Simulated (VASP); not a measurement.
# AlCo (rocksalt type) (Fm-3m) in VASP: further runs

The runs below take AlCo (rocksalt type) through single point, relaxation of cell and atoms, with LDA.

Program: VASP 6.6.1. These are calculated values, not measurements. Logs are shortened: lines on timing, memory, paths and dates and some standing lists are left out, and cuts for length are marked.

### Step 1. The cell of the first run

It takes space group Fm-3m (No. 225, cubic). The conventional cell has a = 4.585 Å, b = 4.585 Å, c = 4.585 Å, α = 90.00°, β = 90.00°, γ = 90.00°. Within 3.0 Å of Co (site symmetry m-3m) lie 6 Al at 2.29 Å. Al (site symmetry m-3m) has 6 Co at 2.29 Å within 3.0 Å.

### Step 2. Single point, LDA (12.05 Å³/atom)

Input file INCAR:

```
PREC = Accurate
ENCUT = 520
EDIFF = 1E-7
ISMEAR = -1
SIGMA = 0.08
LREAL = False
LASPH = True
NELM = 80
ALGO = Normal
ISIF = 2
LWAVE = False
LCHARG = False
NBANDS = 13
```

Input file KPOINTS:

```
regular mesh
0
Gamma
  15 15 15
```

Input file POSCAR:

```
AlCo
1.0
    0.0000000000      2.2925497383      2.2925497383
    2.2925497383      0.0000000000      2.2925497383
    2.2925497383      2.2925497383      0.0000000000
Co Al
1 1
Direct
    0.0000000000      0.0000000000      0.0000000000
    0.5000000000      0.5000000000      0.5000000000
```

Potentials or basis: VASP PAW LDA potentials, release 64 (Co, Al).

On the command line:

```sh
$ cat potpaw_LDA.64/Co/POTCAR potpaw_LDA.64/Al/POTCAR > POTCAR
$ mpirun -np 1 vasp_std > vasp.out
```

OUTCAR:

```text
PREC = Accurate
   ENCUT = 520
   EDIFF = 1E-7
   ISMEAR = -1
   LREAL = False
   LASPH = True
   NELM = 80
   ISIF = 2

 ion  position               nearest neighbor table
   1  0.000  0.000  0.000-   2 2.29   2 2.29   2 2.29   2 2.29   2 2.29   2 2.29
   2  0.500  0.500  0.500-   1 2.29   1 2.29   1 2.29   1 2.29   1 2.29   1 2.29

  LATTYP: Found a face centered cubic cell.
 ALAT       =     4.5850994766

  Lattice vectors:

 A1 = (   0.0000000000,   2.2925497383,   2.2925497383)
 A2 = (   2.2925497383,   0.0000000000,   2.2925497383)
 A3 = (   2.2925497383,   2.2925497383,   0.0000000000)

Analysis of symmetry for initial positions (statically):
=====================================================================
 Subroutine PRICEL returns:
 Original cell was already a primitive cell.

 Routine SETGRP: Setting up the symmetry group for a
 face centered cubic supercell.

 Subroutine GETGRP returns: Found 48 space group operations
 (whereof 48 operations were pure point group operations)
 out of a pool of 48 trial point group operations.

The static configuration has the point symmetry O_h .

Analysis of symmetry for dynamics (positions and initial velocities):
=====================================================================
 Subroutine PRICEL returns:
 Original cell was already a primitive cell.

 Routine SETGRP: Setting up the symmetry group for a
 face centered cubic supercell.

 Subroutine GETGRP returns: Found 48 space group operations
 (whereof 48 operations were pure point group operations)
 out of a pool of 48 trial point group operations.

The dynamic configuration has the point symmetry O_h .

 Subroutine INISYM returns: Found 48 space group operations
 (whereof 48 operations are pure point group operations),
 and found     1 'primitive' translations

----------------------------------------------------------------------------------------

                                     Primitive cell

  volume of cell :      24.0983

  direct lattice vectors                    reciprocal lattice vectors
     0.000000000  2.292549738  2.292549738    -0.218097776  0.218097776  0.218097776
     2.292549738  0.000000000  2.292549738     0.218097776 -0.218097776  0.218097776
     2.292549738  2.292549738  0.000000000     0.218097776  0.218097776 -0.218097776

  length of vectors
     3.242154932  3.242154932  3.242154932     0.377756430  0.377756430  0.377756430

  position of ions in fractional coordinates (direct lattice)
     0.000000000  0.000000000  0.000000000
     0.500000000  0.500000000  0.500000000

  ion indices of the primitive-cell ions
   primitive index   ion index
                 1           1
[... 85 lines left out ...]
   NUPDOWN=      -1.0000    fix difference up-down
   EMIN   =  10.00;   EMAX   =-10.00  energy-range for DOS
   EFERMI =   0.00;   METHOD = LEGACY
   ISMEAR =    -1;   SIGMA  =   0.08  broadening in eV -4-tet -1-fermi 0-gaus
   EFERMI_NEDOS =   21; number of points for ismear=-14 and -15
   IALGO  =     38    algorithm
   IMIX   =      4    mixing-type and parameters
     AMIX     =   0.40;   BMIX     =  1.00
     AMIX_MAG =   1.60;   BMIX_MAG =  1.00
  volume/ion in A,a.u.               =      12.05        81.31
  Fermi-wavevector in a.u.,A,eV,Ry     =   1.297597  2.452103 22.908916  1.683758
  Thomas-Fermi vector in A             =   2.428979
   LORBIT       =      0    0 simple, 1 ext, 2 COOP (PROOUT), +10 PAW based schemes
   GGA     = CA    functional components
   LHFCALC =     F    Hartree Fock is set to
   AEXX    =    0.0000 exact exchange contribution
   IVDW    =     0    specifies the selected vdW correction
   LEPSILON=     F    determine dielectric tensor
   LRPA    =     F    only Hartree local field effects (RPA)
 non-spin polarized calculation
  energy-cutoff  :      520.00
  volume of cell :       24.10
 maximum number of plane-waves:       663
   NGX = 13   NGY = 13   NGZ = 13

 number of electron      11.9999996 magnetization

 Free energy of the ion-electron system (eV)
  ---------------------------------------------------
  ext. energy  EPLUGINS =         0.00000000
  ---------------------------------------------------
  free energy    TOTEN  =       -11.92806402 eV

  energy without entropy =      -11.90151578  energy(sigma->0) =      -11.91478990

 E-fermi :   9.6744     XC(G=0): -12.2249

 val. band max:        9.6738436320   @ k =  -0.3333   0.4667   0.2000
 cond. band min:       9.7007946539   @ k =  -0.4000   0.2667   0.0667
 fundamental gap:      0.0269510220
 Fermi energy:         9.6744174912

 k-point     1 :       0.0000    0.0000    0.0000
  band No.  band energies     occupation
      1      -0.8844      2.00000
      2       7.8897      2.00000
      3       7.8897      2.00000
      4       7.8897      2.00000
      5       8.0883      2.00000
      6       8.0883      2.00000
      7      17.8131      0.00000
      8      17.8131      0.00000
      9      17.8131      0.00000
     10      21.6682      0.00000
     11      21.6682      0.00000
     12      21.6682      0.00000
     13      21.9171      0.00000
[... 354 lines left out ...]
  band No.  band energies     occupation
      1      -0.0153      2.00000
      2       7.5209      2.00000
      3       7.6698      2.00000
      4       8.0034      2.00000
      5       8.1150      2.00000
      6       8.2724      2.00000
      7      15.2011      0.00000
      8      15.9345      0.00000
      9      17.8837      0.00000
     10      19.4011      0.00000
     11      19.9641      0.00000
     12      23.3460      0.00000
     13      23.5483      0.00000

 [... further k-points ...]

------------------------ aborting loop because EDIFF is reached ----------------------------------------

  FORCE on cell =-STRESS in cart. coord.  units (eV):
  Direction    XX          YY          ZZ          XY          YZ          ZX
  --------------------------------------------------------------------------------------
  -------------------------------------------------------------------------------------
  Total        1.5458124      1.5458124      1.5458124     -0.0000000     -0.0000000      0.0000000
  in kB      102.7734814    102.7734814    102.7734814     -0.0000000     -0.0000000      0.0000000
  external PRESSURE =     102.7734814 kB  Pullay stress =       0.0000000 kB

 VOLUME and BASIS-vectors are now :
 -----------------------------------------------------------------------------
  energy-cutoff  :      520.00
  volume of cell :       24.10
      direct lattice vectors                 reciprocal lattice vectors
     0.000000000  2.292549738  2.292549738    -0.218097776  0.218097776  0.218097776
     2.292549738  0.000000000  2.292549738     0.218097776 -0.218097776  0.218097776
     2.292549738  2.292549738  0.000000000     0.218097776  0.218097776 -0.218097776

 POSITION                                       TOTAL-FORCE (eV/Angst)
 -----------------------------------------------------------------------------------
      0.00000      0.00000      0.00000        -0.000000      0.000000     -0.000000
      2.29255      2.29255      2.29255         0.000000      0.000000      0.000000
 -----------------------------------------------------------------------------------
    total drift:                                0.000000     -0.000000     -0.000000

  FREE ENERGIE OF THE ION-ELECTRON SYSTEM (eV)
  ---------------------------------------------------
  free  energy   TOTEN  =       -11.9280640152 eV

  energy  without entropy=      -11.9015157792  energy(sigma->0) =      -11.91478990
```

It took 30 s on 1 thread of Intel Xeon 8259CL, shared host; peak memory 0.16 GiB.

What came out:

```
Free energy            : -11.9281 eV
Pressure               : 10.3 GPa
Band gap on the k mesh : zero (bands 6 and 7 overlap by 0.09 eV)
```

Caveat: the cell stands under pressure; the run has no spin polarisation, though such a crystal can be magnetic. Spin polarisation is off, so any magnetic state and its effect on volume and gap are missing.

### Step 3. Single point, LDA

This run uses another cell than the first one, of 12.82 Å³/atom.

Input file INCAR:

```
  PREC = Accurate
  ENCUT = 520
  EDIFF = 1E-6
  ISMEAR = -1
  SIGMA = 0.08
  LREAL = False
  LASPH = True
  NELM = 100
  ALGO = Normal
  ISIF = 2
  LWAVE = False
  LCHARG = False
  GGA = CA
  NBANDS = 13
```

Input file KPOINTS:

```
Automatic mesh
0
Gamma
  15 15 15
```

Input file POSCAR:

```
AlCo
1.0
    0.0000000000      2.3403248759      2.3403248759
    2.3403248759      0.0000000000      2.3403248759
    2.3403248759      2.3403248759      0.0000000000
Co Al
1 1
Direct
    0.0000000000      0.0000000000      0.0000000000
    0.5000000000      0.5000000000      0.5000000000
```

Potentials or basis: VASP PAW LDA potentials, release 64 (Co, Al).

On the command line:

```sh
$ cat potpaw_LDA.64/Co/POTCAR potpaw_LDA.64/Al/POTCAR > POTCAR
$ mpirun -np 1 vasp_std > vasp.out
```

Wall time 60 s (1 thread of Intel Xeon 8259CL, shared host); peak memory 0.17 GiB.

It converged, with:

```
Free energy            : -11.9764 eV
Pressure               : 0.3 GPa
Band gap on the k mesh : zero (bands 6 and 7 overlap by 0.10 eV)
```

Levels at points of the mesh, in eV from the Fermi level:
```tsv
k point	band 4	band 5	band 6	band 7	band 8	band 9
(0.00, 0.00, 0.00)	-1.59	-1.43	-1.43	7.69	7.69	7.69
```

Caveat: the run has no spin polarisation, though such a crystal can be magnetic. Spin polarisation is off, so any magnetic state and its effect on volume and gap are missing.

### Step 4. Single point, LDA (12.82 Å³/atom)

This run uses another cell than the first one, of 12.82 Å³/atom.

Input file INCAR:

```
PREC     = Accurate       # precision mode
ENCUT    = 520            # plane-wave cutoff, eV
EDIFF    = 1E-6           # SCF threshold, eV
ISMEAR   = -1             # smearing method
SIGMA    = 0.08           # smearing width, eV
LREAL    = False          # projectors in reciprocal space
LASPH    = True           # aspherical terms in the spheres
NELM     = 80             # most SCF steps
ALGO     = Normal         # electronic algorithm
ISIF     = 2              # what is computed and relaxed
LWAVE    = False          # write WAVECAR
LCHARG   = False          # write CHGCAR
NBANDS   = 13             # bands
```

Input file KPOINTS:

```
regular mesh
0
Gamma
  15 15 15
```

POSCAR is that of step 3.

On the command line:

```sh
$ cat potpaw_LDA.64/Co/POTCAR potpaw_LDA.64/Al/POTCAR > POTCAR
$ mpirun -np 1 vasp_std > vasp.out
```

Run time: 68 s. Hardware: 1 thread of Intel Xeon 8259CL, shared host; peak memory 0.17 GiB.

It converged, with:

```yaml
Free_energy: -11.9764 eV
Pressure: 0.3 GPa
Band_gap_on_the_k_mesh: zero (bands 6 and 7 overlap by 0.10 eV)
```

Levels at points of the mesh, in eV from the Fermi level:
| k point | band 3 | band 4 | band 5 | band 6 | band 7 | band 8 | band 9 | band 10 |
| --- | --- | --- | --- | --- | --- | --- | --- | --- |
| (0.00, 0.00, 0.00) | -1.59 | -1.59 | -1.43 | -1.43 | 7.69 | 7.69 | 7.69 | 11.65 |

Caveat: the run has no spin polarisation, though such a crystal can be magnetic. Spin polarisation is off, so any magnetic state and its effect on volume and gap are missing.

(Part 1 of 2 ends here.)
